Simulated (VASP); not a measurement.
# BiS4 (Pm-3m) in VASP: notebook, part 2 of 2

VASP 6.6.1.

### 4 Single point, PBE

This run uses another cell than the first one, of 19.95 Å³/atom.

The input, INCAR:

```
PREC = Accurate
ENCUT = 520
EDIFF = 1E-7
ISMEAR = 0
SIGMA = 0.1
LREAL = False
LASPH = True
NELM = 100
ALGO = Normal
ISIF = 2
LWAVE = False
LCHARG = False
GGA = PE
NBANDS = 28
```

The input, KPOINTS:

```
Automatic mesh
0
Gamma
  8 8 8
```

The input, POSCAR:

```
BiS4
1.0
    4.6380426141      0.0000000000      0.0000000000
    0.0000000000      4.6380426141      0.0000000000
    0.0000000000      0.0000000000      4.6380426141
Bi S
1 4
Direct
    0.0000000000      0.0000000000      0.0000000000
    0.5000000000      0.5000000000      0.5000000000
    0.0000000000      0.5000000000      0.5000000000
    0.5000000000      0.0000000000      0.5000000000
    0.5000000000      0.5000000000      0.0000000000
```

Potentials or basis: VASP PAW PBE potentials, release 64 (Bi_d, S).

Launch:

```sh
$ cat potpaw_PBE.64/Bi_d/POTCAR potpaw_PBE.64/S/POTCAR > POTCAR
$ mpirun -np 1 vasp_std > vasp.out
```

OUTCAR:

```text
PREC = Accurate
   ENCUT = 520
   EDIFF = 1E-7
   ISMEAR = 0
   LREAL = False
   LASPH = True
   NELM = 100
   ISIF = 2
   GGA = PE

 ion  position               nearest neighbor table
   1  0.000  0.000  0.000-   3 3.28   4 3.28   5 3.28   3 3.28   4 3.28   3 3.28   5 3.28   3 3.28
                             4 3.28   5 3.28   4 3.28   5 3.28
   2  0.500  0.500  0.500-   3 2.32   4 2.32   5 2.32   5 2.32   4 2.32   3 2.32
   3  0.000  0.500  0.500-   2 2.32   2 2.32   1 3.28   1 3.28   1 3.28   1 3.28
   4  0.500  0.000  0.500-   2 2.32   2 2.32   1 3.28   1 3.28   1 3.28   1 3.28
   5  0.500  0.500  0.000-   2 2.32   2 2.32   1 3.28   1 3.28   1 3.28   1 3.28

  LATTYP: Found a simple cubic cell.
 ALAT       =     4.6380426141

  Lattice vectors:

 A1 = (   4.6380426141,   0.0000000000,   0.0000000000)
 A2 = (   0.0000000000,   4.6380426141,   0.0000000000)
 A3 = (   0.0000000000,   0.0000000000,   4.6380426141)

Analysis of symmetry for initial positions (statically):
=====================================================================
 Subroutine PRICEL returns:
 Original cell was already a primitive cell.

 Routine SETGRP: Setting up the symmetry group for a
 simple cubic supercell.

 Subroutine GETGRP returns: Found 48 space group operations
 (whereof 48 operations were pure point group operations)
 out of a pool of 48 trial point group operations.

The static configuration has the point symmetry O_h .

Analysis of symmetry for dynamics (positions and initial velocities):
=====================================================================
 Subroutine PRICEL returns:
 Original cell was already a primitive cell.

 Routine SETGRP: Setting up the symmetry group for a
 simple cubic supercell.

 Subroutine GETGRP returns: Found 48 space group operations
 (whereof 48 operations were pure point group operations)
 out of a pool of 48 trial point group operations.

The dynamic configuration has the point symmetry O_h .
[... 125 lines left out ...]
     AMIX_MAG =   1.60;   BMIX_MAG =  1.00
  volume/ion in A,a.u.               =      19.95       134.66
  Fermi-wavevector in a.u.,A,eV,Ry     =   1.197002  2.262006 19.494623  1.432814
  Thomas-Fermi vector in A             =   2.332928
   LORBIT       =      0    0 simple, 1 ext, 2 COOP (PROOUT), +10 PAW based schemes
   GGA     = PE    functional components
   LHFCALC =     F    Hartree Fock is set to
   AEXX    =    0.0000 exact exchange contribution
   IVDW    =     0    specifies the selected vdW correction
   LEPSILON=     F    determine dielectric tensor
   LRPA    =     F    only Hartree local field effects (RPA)
 non-spin polarized calculation
 Gauss-broadening in eV      SIGMA  =   0.10
  energy-cutoff  :      520.00
  volume of cell :       99.77
 maximum number of plane-waves:      2730
 NGX is ok and might be reduce to    36
   NGX = 17   NGY = 17   NGZ = 17

 number of electron      38.9999982 magnetization

 Free energy of the ion-electron system (eV)
  ---------------------------------------------------
  ext. energy  EPLUGINS =         0.00000000
  ---------------------------------------------------
  free energy    TOTEN  =       -18.62182938 eV

  energy without entropy =      -18.61154029  energy(sigma->0) =      -18.61668484

 E-fermi :   7.0275     XC(G=0): -10.4318

 val. band max:        6.9969511999   @ k =   0.5000   0.5000   0.5000
 cond. band min:       7.0347702510   @ k =   0.3750   0.1250   0.0000
 fundamental gap:      0.0378190512
 Fermi energy:         7.0275180959

 k-point     1 :       0.0000    0.0000    0.0000
  band No.  band energies     occupation
      1     -16.8252      2.00000
      2     -16.8252      2.00000
      3     -16.8165      2.00000
      4     -16.8165      2.00000
      5     -16.8165      2.00000
      6     -10.2081      2.00000
[... 733 lines left out ...]
     27      14.6496      0.00000
     28      15.4948      0.00000

 [... further k-points ...]

------------------------ aborting loop because EDIFF is reached ----------------------------------------

  FORCE on cell =-STRESS in cart. coord.  units (eV):
  Direction    XX          YY          ZZ          XY          YZ          ZX
  --------------------------------------------------------------------------------------
  -------------------------------------------------------------------------------------
  Total       -0.1174820     -0.1174820     -0.1174820     -0.0000000     -0.0000000      0.0000000
  in kB       -1.8865908     -1.8865908     -1.8865908     -0.0000000     -0.0000000      0.0000000
  external PRESSURE =      -1.8865908 kB  Pullay stress =       0.0000000 kB

 VOLUME and BASIS-vectors are now :
 -----------------------------------------------------------------------------
  energy-cutoff  :      520.00
  volume of cell :       99.77
      direct lattice vectors                 reciprocal lattice vectors
     4.638042614  0.000000000  0.000000000     0.215608196  0.000000000  0.000000000
     0.000000000  4.638042614  0.000000000     0.000000000  0.215608196  0.000000000
     0.000000000  0.000000000  4.638042614     0.000000000  0.000000000  0.215608196

 POSITION                                       TOTAL-FORCE (eV/Angst)
 -----------------------------------------------------------------------------------
      0.00000      0.00000      0.00000         0.000000      0.000000      0.000000
      2.31902      2.31902      2.31902         0.000000      0.000000      0.000000
      0.00000      2.31902      2.31902         0.000000      0.000000      0.000000
      2.31902      0.00000      2.31902         0.000000      0.000000      0.000000
      2.31902      2.31902      0.00000         0.000000      0.000000      0.000000
 -----------------------------------------------------------------------------------
    total drift:                                0.000000      0.000000      0.000000

  FREE ENERGIE OF THE ION-ELECTRON SYSTEM (eV)
  ---------------------------------------------------
  free  energy   TOTEN  =       -18.6218293842 eV

  energy  without entropy=      -18.6115402944  energy(sigma->0) =      -18.61668484
```

stdout:

```text
POSCAR found type information on POSCAR BiS
 POSCAR found :  2 types and       5 ions
 scaLAPACK will be used
 LDA part: xc-table for (Slater+PW92), standard interpolation
 POSCAR, INCAR and KPOINTS ok, starting setup
 FFT: planning ... GRIDC
 FFT: planning ... GRID_SOFT
 FFT: planning ... GRID
 WAVECAR not read
 entering main loop
```

Run time: 2.1 min. Hardware: 1 thread of Intel Xeon 8259CL, shared host; peak memory 0.25 GiB.

What came out:

| Quantity | Value |
| --- | --- |
| Free energy | -18.6218 eV |
| Pressure | -0.2 GPa |
| Band gap on the k mesh | zero (an odd number of electrons rules out a gap without spin polarisation) |

Levels at points of the mesh, in eV from the Fermi level:
```tsv
k point	band 17	band 18	band 19	band 20	band 21	band 22	band 23	band 24
(0.00, 0.00, 0.00)	-1.59	-1.59	-1.59	2.82	2.82	2.82	4.12	4.12
(0.50, 0.00, 0.00)	-1.75	-1.56	-1.56	-0.14	0.26	1.49	1.49	4.59
(0.50, 0.50, 0.00)	-2.21	-1.93	-1.93	-0.45	-0.35	-0.04	2.63	2.63
(0.50, 0.50, 0.50)	-1.85	-1.85	-0.03	-0.03	-0.03	0.80	2.87	2.87
```

Caveat: spin-orbit coupling is left out, which moves the levels of the heavy elements.

### 5 Relaxation of cell and atoms, PBE

The input, INCAR:

```
PREC = Accurate
ENCUT = 600
EDIFF = 1E-6
ISMEAR = 0
SIGMA = 0.1
LREAL = F
LASPH = T
NELM = 80
ALGO = Normal
ISIF = 3
LWAVE = F
LCHARG = F
GGA = PE
IBRION = 2
NSW = 100
EDIFFG = -0.01
```

KPOINTS is that of step 4.

POSCAR, as its differences from that of step 4:

```diff
@@ -2,5 +2,5 @@
 1.0
-    4.6380426141      0.0000000000      0.0000000000
-    0.0000000000      4.6380426141      0.0000000000
-    0.0000000000      0.0000000000      4.6380426141
+    4.6323008312      0.0000000000      0.0000000000
+    0.0000000000      4.6323008312      0.0000000000
+    0.0000000000      0.0000000000      4.6323008312
 Bi S
```

Launch:

```sh
$ cat potpaw_PBE.64/Bi_d/POTCAR potpaw_PBE.64/S/POTCAR > POTCAR
$ mpirun -np 1 vasp_std > vasp.out
```

It took 3.7 min on 1 thread of Intel Xeon 8259CL, shared host; peak memory 0.3 GiB.

Results (log left out):

```yaml
Free_energy: -18.6222 eV
Relaxed_volume: 19.92 Å³/atom
Relaxed_cell: a = 4.636 Å, b = 4.636 Å, c = 4.636 Å, α = 90.00°, β = 90.00°, γ = 90.00°
Space_group_after_relaxing_to_0.1_Å: Pm-3m (No. 221)
Energy_gained_by_relaxing: 0.0 meV/atom
Ionic_steps: 2
Pressure_after_relaxing: 0.0 GPa
Band_gap_on_the_k_mesh: zero (an odd number of electrons rules out a gap without spin polarisation)
```

Final structure:
```cif
data_structure
_symmetry_space_group_name_H-M 'P 1'
_symmetry_Int_Tables_number 1
_cell_length_a 4.6358
_cell_length_b 4.6358
_cell_length_c 4.6358
_cell_angle_alpha 90.000
_cell_angle_beta 90.000
_cell_angle_gamma 90.000
_cell_volume 99.62
loop_
_atom_site_label
_atom_site_type_symbol
_atom_site_fract_x
_atom_site_fract_y
_atom_site_fract_z
_atom_site_occupancy
Bi1 Bi 0.00000 0.00000 0.00000 1
S1 S 0.50000 0.50000 0.50000 1
S2 S 0.00000 0.50000 0.50000 1
S3 S 0.50000 0.00000 0.50000 1
S4 S 0.50000 0.50000 0.00000 1
```

Levels at points of the mesh, in eV from the Fermi level:
| k point | band 17 | band 18 | band 19 | band 20 | band 21 | band 22 | band 23 |
| --- | --- | --- | --- | --- | --- | --- | --- |
| (0.00, 0.00, 0.00) | -1.60 | -1.60 | -1.60 | 2.83 | 2.83 | 2.83 | 4.11 |
| (0.50, 0.00, 0.00) | -1.75 | -1.57 | -1.57 | -0.14 | 0.26 | 1.50 | 1.50 |
| (0.50, 0.50, 0.00) | -2.21 | -1.93 | -1.93 | -0.45 | -0.35 | -0.04 | 2.64 |
| (0.50, 0.50, 0.50) | -1.85 | -1.85 | -0.03 | -0.03 | -0.03 | 0.81 | 2.87 |

Caveat: spin-orbit coupling is left out, which moves the levels of the heavy elements.

### 6 Overview

```tsv
task	cell	k mesh	cutoff (eV)	gap on the mesh (eV)	pressure (GPa)	relaxed volume (Å³/atom)
single point	a = 4.632 Å, 5 atoms	4 × 4 × 4	520	none	-0.2	-
relaxation of cell and atoms	relaxed from a = 4.893 Å, 5 atoms	4 × 4 × 4	600	none	0.0	19.83
single point	a = 4.638 Å, 5 atoms	8 × 8 × 8	520	none	-0.2	-
relaxation of cell and atoms	relaxed from a = 4.632 Å, 5 atoms	8 × 8 × 8	600	none	0.0	19.92
```

Alike in all rows: level PBE; potentials or basis VASP PAW PBE potentials, release 64 (Bi_d, S); no spin polarisation; smearing gaussian 0.1 eV.

Caveats: spin-orbit coupling is left out, which moves the levels of the heavy elements; the volume moved by over 15 % at a fixed basis, so the end points are rough (at least some runs).

Total energies depend on the potentials used, so only differences within one code and one set of settings carry meaning.

The gap in the log of VASP goes by the Fermi energy; the results here count the filled bands.